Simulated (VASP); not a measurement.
# CoO (R3m) in VASP: further runs

CoO is run at these levels: PBE; tasks: single point.

All numbers are computed with VASP 6.6.1; they aren't measurements. Logs are shortened: lines on timing, memory, paths and dates and some standing lists are left out, and cuts for length are marked.

## Step 1: The cell of the first run

It takes space group R3m (No. 160, trigonal). The conventional cell has a = 3.204 Å, b = 3.204 Å, c = 7.699 Å, α = 90.00°, β = 90.00°, γ = 120.00°. Within 2.5 Å of Co (site symmetry 3m) lie 4 O at 1.91 to 1.96 Å. Within 2.5 Å of O (site symmetry 3m) lie 4 Co at 1.91 to 1.96 Å.

## Step 2: Single point, PBE, collinear spin, ferromagnetic start

INCAR

```
ALGO = Normal
EDIFF = 1E-7
ENCUT = 520
GGA = PE
ISIF = 2
ISMEAR = -1
ISPIN = 2
LASPH = T
LCHARG = F
LMAXMIX = 4
LORBIT = 11
LREAL = F
LWAVE = F
MAGMOM = 1.5 0
NBANDS = 18
NELM = 150
NUPDOWN = 1.5
PREC = Accurate
SIGMA = 0.05
```

KPOINTS

```
k-points
0
Gamma
  9 9 9
```

POSCAR

```
CoO
1.0
    1.6022198417      0.9250420569      2.5664708903
   -1.6022198417      0.9250420569      2.5664708903
    0.0000000000     -1.8500841138      2.5664708903
Co O
1 1
Direct
    0.9989783200      0.9989783200      0.9989783200
    0.7510210300      0.7510210300      0.7510210300
```

Potentials or basis: VASP PAW PBE potentials, release 64 (Co, O).

Run with:

```bash
$ cat potpaw_PBE.64/Co/POTCAR potpaw_PBE.64/O/POTCAR > POTCAR
$ mpirun -np 1 vasp_std > vasp.out
```

OUTCAR:

```text
EDIFF = 1E-7
   ENCUT = 520
   GGA = PE
   ISIF = 2
   ISMEAR = -1
   ISPIN = 2
   LASPH = T
   LORBIT = 11
   LREAL = F
   NELM = 150
   NUPDOWN = 1.5
   PREC = Accurate

 ion  position               nearest neighbor table
   1  0.999  0.999  0.999-   2 1.91   2 1.96   2 1.96   2 1.96
   2  0.751  0.751  0.751-   1 1.91   1 1.96   1 1.96   1 1.96

  LATTYP: Found a trigonal (rhomboedric) cell.
 ALAT       =     3.1637926700
 COS(alpha) =     0.4870699110

  Lattice vectors:

 A1 = (   1.6022198417,   0.9250420569,   2.5664708903)
 A2 = (  -1.6022198417,   0.9250420569,   2.5664708903)
 A3 = (   0.0000000000,  -1.8500841138,   2.5664708903)

Analysis of symmetry for initial positions (statically):
=====================================================================
 Subroutine PRICEL returns:
 Original cell was already a primitive cell.

 Routine SETGRP: Setting up the symmetry group for a
 trigonal (rhombohedral) supercell.

 Subroutine GETGRP returns: Found  6 space group operations
 (whereof  6 operations were pure point group operations)
 out of a pool of 12 trial point group operations.

The static configuration has the point symmetry C_3v.

Analysis of symmetry for dynamics (positions and initial velocities):
=====================================================================
 Subroutine PRICEL returns:
 Original cell was already a primitive cell.

 Routine SETGRP: Setting up the symmetry group for a
 trigonal (rhombohedral) supercell.

 Subroutine GETGRP returns: Found  6 space group operations
 (whereof  6 operations were pure point group operations)
 out of a pool of 12 trial point group operations.

The dynamic configuration has the point symmetry C_3v.

Analysis of structural, dynamic, and magnetic symmetry:
=====================================================================
 Subroutine PRICEL returns:
 Original cell was already a primitive cell.

 Routine SETGRP: Setting up the symmetry group for a
 trigonal (rhombohedral) supercell.

 Subroutine GETGRP returns: Found  6 space group operations
 (whereof  6 operations were pure point group operations)
 out of a pool of 12 trial point group operations.

The overall configuration has the point symmetry C_3v.

 Subroutine INISYM returns: Found  6 space group operations
 (whereof  6 operations are pure point group operations),
 and found     1 'primitive' translations

[... 107 lines left out ...]
   EMIN   =  10.00;   EMAX   =-10.00  energy-range for DOS
   EFERMI =   0.00;   METHOD = LEGACY
   ISMEAR =    -1;   SIGMA  =   0.05  broadening in eV -4-tet -1-fermi 0-gaus
   EFERMI_NEDOS =   21; number of points for ismear=-14 and -15
   IALGO  =     38    algorithm
   IMIX   =      4    mixing-type and parameters
     AMIX     =   0.40;   BMIX     =  1.00
     AMIX_MAG =   1.60;   BMIX_MAG =  1.00
  volume/ion in A,a.u.               =      11.41        77.01
  Fermi-wavevector in a.u.,A,eV,Ry     =   1.423360  2.689761 27.564786  2.025955
  Thomas-Fermi vector in A             =   2.543966
   LORBIT       =     11    0 simple, 1 ext, 2 COOP (PROOUT), +10 PAW based schemes
   GGA     = PE    functional components
   LHFCALC =     F    Hartree Fock is set to
   AEXX    =    0.0000 exact exchange contribution
   IVDW    =     0    specifies the selected vdW correction
   LEPSILON=     F    determine dielectric tensor
   LRPA    =     F    only Hartree local field effects (RPA)
 spin polarized calculation
  energy-cutoff  :      520.00
  volume of cell :       22.82
 maximum number of plane-waves:       624
   NGX = 11   NGY = 11   NGZ = 11

 number of electron      15.0000010 magnetization       1.5000002

 Free energy of the ion-electron system (eV)
  ---------------------------------------------------
  ext. energy  EPLUGINS =         0.00000000
  ---------------------------------------------------
  free energy    TOTEN  =       -13.22016320 eV

  energy without entropy =      -13.20132351  energy(sigma->0) =      -13.21074335

 E-fermi :   6.2771     XC(G=0): -11.2566

 val. band max:        6.2076189067   @ k =  -0.2222  -0.3333   0.1111
 cond. band min:       5.8094704020   @ k =   0.3333   0.2222   0.2222
 fundamental gap:     -0.3981485047
 Fermi energy:         5.8034175229

 spin component 1

 k-point     1 :       0.0000    0.0000    0.0000
  band No.  band energies     occupation
      1     -14.1270      1.00000
      2      -0.0358      1.00000
      3       0.0148      1.00000
      4       0.0148      1.00000
      5       4.3092      1.00000
      6       4.3092      1.00000
[... 493 lines left out ...]
     17      34.4653      0.00000
     18      34.5619      0.00000

 [... further k-points ...]

 spin component 2

 k-point     1 :       0.0000    0.0000    0.0000
  band No.  band energies     occupation
      1     -13.9642      1.00000
      2       0.5363      1.00000
      3       0.6343      1.00000
      4       0.6343      1.00000
      5       5.1592      1.00000
      6       5.1592      1.00000
[... 493 lines left out ...]
     17      34.7423      0.00000
     18      34.8310      0.00000

 [... further k-points ...]
[... 5 lines left out ...]
  --------------------------------------------------------------------------------------
  -------------------------------------------------------------------------------------
  Total       -1.6645275     -1.6645275     -1.1774553      0.0000000      0.0000000      0.0000000
  in kB     -116.8504447   -116.8504447    -82.6578005      0.0000000      0.0000000      0.0000000
  external PRESSURE =    -105.4528967 kB  Pullay stress =       0.0000000 kB

 VOLUME and BASIS-vectors are now :
 -----------------------------------------------------------------------------
  energy-cutoff  :      520.00
  volume of cell :       22.82
      direct lattice vectors                 reciprocal lattice vectors
     1.602219842  0.925042057  2.566470890     0.312067038  0.180171988  0.129880037
    -1.602219842  0.925042057  2.566470890    -0.312067038  0.180171988  0.129880037
     0.000000000 -1.850084114  2.566470890     0.000000000 -0.360343977  0.129880037

 POSITION                                       TOTAL-FORCE (eV/Angst)
 -----------------------------------------------------------------------------------
      0.00000      0.00000      7.69155         0.000000      0.000000      0.229612
      0.00000      0.00000      5.78242         0.000000     -0.000000     -0.229612
 -----------------------------------------------------------------------------------
    total drift:                               -0.000000      0.000000     -0.000043

  FREE ENERGIE OF THE ION-ELECTRON SYSTEM (eV)
  ---------------------------------------------------
  free  energy   TOTEN  =       -13.2201631964 eV

  energy  without entropy=      -13.2013235082  energy(sigma->0) =      -13.21074335

 total charge

# of ion       s       p       d       tot
------------------------------------------
    1        0.338   0.437   7.266   8.040
    2        1.557   3.398   0.000   4.955
--------------------------------------------------
tot          1.894   3.835   7.266  12.995

 magnetization (x)

# of ion       s       p       d       tot
------------------------------------------
    1        0.007   0.023   1.362   1.392
    2        0.013   0.075   0.000   0.087
--------------------------------------------------
tot          0.020   0.098   1.362   1.480
```

Wall time 44 s (1 thread of Intel Xeon Platinum 8488C (Sapphire Rapids), shared host); peak memory 0.16 GiB.

Results:

```
Free energy                                           : -13.2202 eV
Pressure                                              : -10.5 GPa
Largest force                                         : 0.230 eV/Å
Net moment                                            : 1.50 μB per cell
Site moments                                          : Co +1.39; O +0.09 μB
Valence electrons inside the program's atomic spheres : Co 8.04; O 4.96
```

Forces on the atoms (eV/Å):
```
Co   0.000  0.000  0.230
O    0.000  0.000 -0.230
```

Caveat: the total moment is fixed, so each spin has its own Fermi level; a cell with one magnetic atom can't hold antiferromagnetic order, which such compounds often take.

## Step 3: Single point, PBE, collinear spin, ferromagnetic start

INCAR

```
SYSTEM = CoO
ALGO = Normal ; EDIFF = 1E-6
ENCUT = 520 ; GGA = PE
ISIF = 2 ; ISMEAR = -1
ISPIN = 2 ; LASPH = .TRUE.
LCHARG = .FALSE. ; LMAXMIX = 4
LORBIT = 11 ; LREAL = .FALSE.
LWAVE = .FALSE. ; MAGMOM = 2 0
NBANDS = 18 ; NELM = 150
NUPDOWN = 2.0 ; PREC = Accurate
SIGMA = 0.05
```

KPOINTS

```
k-points
0
G
  9 9 9
  0 0 0
```

POSCAR is that of step 2.

Potentials or basis: VASP PAW PBE potentials, release 64 (Co, O).

Run with:

```bash
$ cat potpaw_PBE.64/Co/POTCAR potpaw_PBE.64/O/POTCAR > POTCAR
$ mpirun -np 1 vasp_std > vasp.out
```

Run time: 41 s. Hardware: 1 thread of Intel Xeon Platinum 8488C (Sapphire Rapids), shared host; peak memory 0.16 GiB.

The run converged. Its results:

```yaml
Free_energy: -13.3126 eV
Pressure: -6.9 GPa
Largest_force: 0.231 eV/Å
Net_moment: 2.00 μB per cell
Site_moments: Co +1.80; O +0.15 μB
Valence_electrons_inside_the_program's_atomic_spheres: Co 8.03; O 4.97
```

Forces in eV/Å, atoms in the order of the input:
```
Co   0.000  0.000  0.231
O    0.000  0.000 -0.231
```

Stress tensor (GPa, compression positive):
```
-8.28  0.00  0.00
 0.00 -8.28  0.00
 0.00  0.00 -4.26
```

Caveat: the total moment is fixed, so each spin has its own Fermi level; a cell with one magnetic atom can't hold antiferromagnetic order, which such compounds often take.

## Step 4: Single point, PBE, collinear spin, ferromagnetic start

INCAR

```
SYSTEM = CoO
PREC = Accurate
ENCUT = 520
EDIFF = 1E-7
ISMEAR = -1
SIGMA = 0.05
LREAL = .FALSE.
LASPH = .TRUE.
NELM = 150
ALGO = Normal
ISIF = 2
LWAVE = .FALSE.
LCHARG = .TRUE.
ISPIN = 2
MAGMOM = 2.5 0
LORBIT = 11
NUPDOWN = 2.5
LMAXMIX = 4
GGA = PE
LELF = .TRUE.
LVHAR = .TRUE.
NBANDS = 18
```

KPOINTS

```
Automatic mesh
0
G
  9 9 9
  0 0 0
```

POSCAR is that of step 3.

Run with:

```bash
$ cat potpaw_PBE.64/Co/POTCAR potpaw_PBE.64/O/POTCAR > POTCAR
$ mpirun -np 1 vasp_std > vasp.out
```

Run time: 47 s. Hardware: 1 thread of Intel Xeon Platinum 8488C (Sapphire Rapids), shared host; peak memory 0.18 GiB.

Results (log left out):

```
Free energy                                           : -13.3611 eV
Pressure                                              : -2.5 GPa
Largest force                                         : 0.223 eV/Å
Net moment                                            : 2.50 μB per cell
Site moments                                          : Co +2.19; O +0.24 μB
Valence electrons inside the program's atomic spheres : Co 8.02; O 4.98
```

Forces on the atoms (eV/Å):
```
Co   0.000  0.000  0.223
O    0.000  0.000 -0.223
```

Stress tensor (GPa, compression positive):
```
-4.11  0.00  0.00
 0.00 -4.11  0.00
 0.00  0.00  0.73
```

Caveat: the total moment is fixed, so each spin has its own Fermi level; a cell with one magnetic atom can't hold antiferromagnetic order, which such compounds often take.

## Step 5: Single point, PBE, collinear spin, ferromagnetic start

INCAR

```
PREC = Accurate
ENCUT = 520
EDIFF = 1E-7
ISMEAR = -1
SIGMA = 0.05
LREAL = False
LASPH = True
NELM = 150
ALGO = Normal
ISIF = 2
LWAVE = False
LCHARG = False
ISPIN = 2
MAGMOM = 3 0
LORBIT = 11
NUPDOWN = 3.0
LMAXMIX = 4
GGA = PE
NBANDS = 18
```

KPOINTS

```
regular mesh
0
Gamma
  9 9 9
```

POSCAR is that of step 4.

Run with:

```bash
$ cat potpaw_PBE.64/Co/POTCAR potpaw_PBE.64/O/POTCAR > POTCAR
$ mpirun -np 1 vasp_std > vasp.out
```

Wall time 41 s (1 thread of Intel Xeon Platinum 8488C (Sapphire Rapids), shared host); peak memory 0.16 GiB.

It converged, with:

* Free energy: -13.3510 eV
* Pressure: 2.1 GPa
* Largest force: 0.307 eV/Å
* Net moment: 3.00 μB per cell
* Site moments: Co +2.55; O +0.36 μB
* Valence electrons inside the program's atomic spheres: Co 7.99; O 5.00

Forces in eV/Å, atoms in the order of the input:
```
Co   0.000  0.000  0.307
O    0.000  0.000 -0.307
```

Stress tensor (GPa, compression positive):
```
0.07 0.00 0.00
0.00 0.07 0.00
0.00 0.00 6.18
```

Caveat: the total moment is fixed, so each spin has its own Fermi level; a cell with one magnetic atom can't hold antiferromagnetic order, which such compounds often take.

## Step 6: Single point, PBE, collinear spin, ferromagnetic start

INCAR

```
SYSTEM = CoO
PREC = Accurate ; ENCUT = 520
EDIFF = 1E-6 ; ISMEAR = -1
SIGMA = 0.05 ; LREAL = .FALSE.
LASPH = .TRUE. ; NELM = 150
ALGO = Normal ; ISIF = 2
LWAVE = .FALSE. ; LCHARG = .FALSE.
ISPIN = 2 ; MAGMOM = 4 0
LORBIT = 11 ; NUPDOWN = 4.0
LMAXMIX = 4 ; GGA = PE
NBANDS = 18
```

KPOINTS

```
regular mesh
0
G
  9 9 9
  0 0 0
```

POSCAR is that of step 5.

Potentials or basis: VASP PAW PBE potentials, release 64 (Co, O).

Run with:

```bash
$ cat potpaw_PBE.64/Co/POTCAR potpaw_PBE.64/O/POTCAR > POTCAR
$ mpirun -np 1 vasp_std > vasp.out
```

OUTCAR:

```text
SYSTEM = CoO
   PREC = Accurate
   ENCUT = 520
   EDIFF = 1E-6
   ISMEAR = -1
   LREAL = .FALSE.
   LASPH = .TRUE.
   NELM = 150
   ISIF = 2
   ISPIN = 2
   LORBIT = 11
   NUPDOWN = 4.0
   GGA = PE

 ion  position               nearest neighbor table
   1  0.999  0.999  0.999-   2 1.91   2 1.96   2 1.96   2 1.96
   2  0.751  0.751  0.751-   1 1.91   1 1.96   1 1.96   1 1.96

  LATTYP: Found a trigonal (rhomboedric) cell.
 ALAT       =     3.1637926700
 COS(alpha) =     0.4870699110

  Lattice vectors:

 A1 = (   1.6022198417,   0.9250420569,   2.5664708903)
 A2 = (  -1.6022198417,   0.9250420569,   2.5664708903)
 A3 = (   0.0000000000,  -1.8500841138,   2.5664708903)

Analysis of symmetry for initial positions (statically):
=====================================================================
 Subroutine PRICEL returns:
 Original cell was already a primitive cell.

 Routine SETGRP: Setting up the symmetry group for a
 trigonal (rhombohedral) supercell.

 Subroutine GETGRP returns: Found  6 space group operations
 (whereof  6 operations were pure point group operations)
 out of a pool of 12 trial point group operations.

The static configuration has the point symmetry C_3v.

Analysis of symmetry for dynamics (positions and initial velocities):
=====================================================================
 Subroutine PRICEL returns:
 Original cell was already a primitive cell.

 Routine SETGRP: Setting up the symmetry group for a
 trigonal (rhombohedral) supercell.

 Subroutine GETGRP returns: Found  6 space group operations
 (whereof  6 operations were pure point group operations)
 out of a pool of 12 trial point group operations.

The dynamic configuration has the point symmetry C_3v.

Analysis of structural, dynamic, and magnetic symmetry:
=====================================================================
 Subroutine PRICEL returns:
 Original cell was already a primitive cell.

 Routine SETGRP: Setting up the symmetry group for a
 trigonal (rhombohedral) supercell.

[... 138 lines left out ...]
 maximum number of plane-waves:       624
   NGX = 11   NGY = 11   NGZ = 11

 number of electron      15.0000010 magnetization       4.0000004

 Free energy of the ion-electron system (eV)
  ---------------------------------------------------
  ext. energy  EPLUGINS =         0.00000000
  ---------------------------------------------------
  free energy    TOTEN  =       -11.22390224 eV

  energy without entropy =      -11.19031172  energy(sigma->0) =      -11.20710698

 E-fermi :   4.8420     XC(G=0): -11.3696

 val. band max:       10.7410855274   @ k =  -0.4444  -0.4444   0.1111
 cond. band min:       4.8420337308   @ k =  -0.4444   0.4444   0.4444
 fundamental gap:     -5.8990517965
 Fermi energy:        10.7413671174

 spin component 1

 k-point     1 :       0.0000    0.0000    0.0000
  band No.  band energies     occupation
      1     -14.2868      1.00000
      2      -0.9546      1.00000
      3      -0.8893      1.00000
      4      -0.8893      1.00000
      5       2.0415      1.00000
      6       2.0415      1.00000
[... 493 lines left out ...]
     17      34.0602      0.00000
     18      34.1464      0.00000

 [... further k-points ...]

 spin component 2

 k-point     1 :       0.0000    0.0000    0.0000
  band No.  band energies     occupation
      1     -13.1853      1.00000
      2       0.9104      1.00000
      3       0.9905      1.00000
      4       0.9905      1.00000
      5       4.6475      0.97996
      6       4.6475      0.97996
[... 493 lines left out ...]
     17      34.8999      0.00000
     18      35.0036      0.00000

 [... further k-points ...]
[... 5 lines left out ...]
  --------------------------------------------------------------------------------------
  -------------------------------------------------------------------------------------
  Total        1.8690495      1.8690495      2.5386781      0.0000000      0.0000000      0.0000000
  in kB      131.2079690    131.2079690    178.2161420      0.0000000      0.0000000      0.0000000
  external PRESSURE =     146.8773600 kB  Pullay stress =       0.0000000 kB

 VOLUME and BASIS-vectors are now :
 -----------------------------------------------------------------------------
  energy-cutoff  :      520.00
  volume of cell :       22.82
      direct lattice vectors                 reciprocal lattice vectors
     1.602219842  0.925042057  2.566470890     0.312067038  0.180171988  0.129880037
    -1.602219842  0.925042057  2.566470890    -0.312067038  0.180171988  0.129880037
     0.000000000 -1.850084114  2.566470890     0.000000000 -0.360343977  0.129880037

 POSITION                                       TOTAL-FORCE (eV/Angst)
 -----------------------------------------------------------------------------------
      0.00000      0.00000      7.69155         0.000000      0.000000      0.343827
      0.00000      0.00000      5.78242         0.000000     -0.000000     -0.343827
 -----------------------------------------------------------------------------------
    total drift:                               -0.000000      0.000000      0.000148

  FREE ENERGIE OF THE ION-ELECTRON SYSTEM (eV)
  ---------------------------------------------------
  free  energy   TOTEN  =       -11.2239022413 eV

  energy  without entropy=      -11.1903117187  energy(sigma->0) =      -11.20710698

 total charge

# of ion       s       p       d       tot
------------------------------------------
    1        0.409   0.480   6.953   7.841
    2        1.590   3.412   0.000   5.002
--------------------------------------------------
tot          1.998   3.892   6.953  12.843

 magnetization (x)

# of ion       s       p       d       tot
------------------------------------------
    1        0.085   0.105   2.805   2.994
    2        0.067   0.546   0.000   0.614
--------------------------------------------------
tot          0.152   0.651   2.805   3.608
```

stdout:

```text
POSCAR found type information on POSCAR CoO
 POSCAR found :  2 types and       2 ions
 scaLAPACK will be used
 LDA part: xc-table for (Slater+PW92), standard interpolation
 POSCAR, INCAR and KPOINTS ok, starting setup
 FFT: planning ... GRIDC
 FFT: planning ... GRID_SOFT
 FFT: planning ... GRID
 WAVECAR not read
 entering main loop
```

It took 35 s on 1 thread of Intel Xeon Platinum 8488C (Sapphire Rapids), shared host; peak memory 0.18 GiB.

What came out:

- Free energy: -11.2239 eV
- Pressure: 14.7 GPa
- Largest force: 0.344 eV/Å
- Net moment: 4.00 μB per cell
- Site moments: Co +2.99; O +0.61 μB
- Valence electrons inside the program's atomic spheres: Co 7.84; O 5.00

Forces on the atoms (eV/Å):
```
Co   0.000  0.000  0.344
O    0.000  0.000 -0.344
```

Stress tensor (GPa, compression positive):
```
13.12  0.00  0.00
 0.00 13.12  0.00
 0.00  0.00 17.82
```

Caveat: the total moment is fixed, so each spin has its own Fermi level; a cell with one magnetic atom can't hold antiferromagnetic order, which such compounds often take.

## Step 7: The runs side by side

```csv
fixed moment (μB),pressure (GPa),moment (μB),largest force (eV/Å)
1.5,-10.5,1.50,0.23
2.0,-6.9,2.00,0.23
2.5,-2.5,2.50,0.22
3.0,2.1,3.00,0.31
4.0,14.7,4.00,0.34
```

Alike in all rows: task single point; level PBE; potentials or basis VASP PAW PBE potentials, release 64 (Co, O); spin collinear, ferromagnetic start; cell as given; k mesh 9 × 9 × 9; cutoff (eV) 520; smearing fermi-dirac 0.05 eV.

Caveats: the total moment is fixed, so each spin has its own Fermi level; a cell with one magnetic atom can't hold antiferromagnetic order, which such compounds often take.

Total energies depend on the potentials used, so only differences within one code and one set of settings carry meaning.
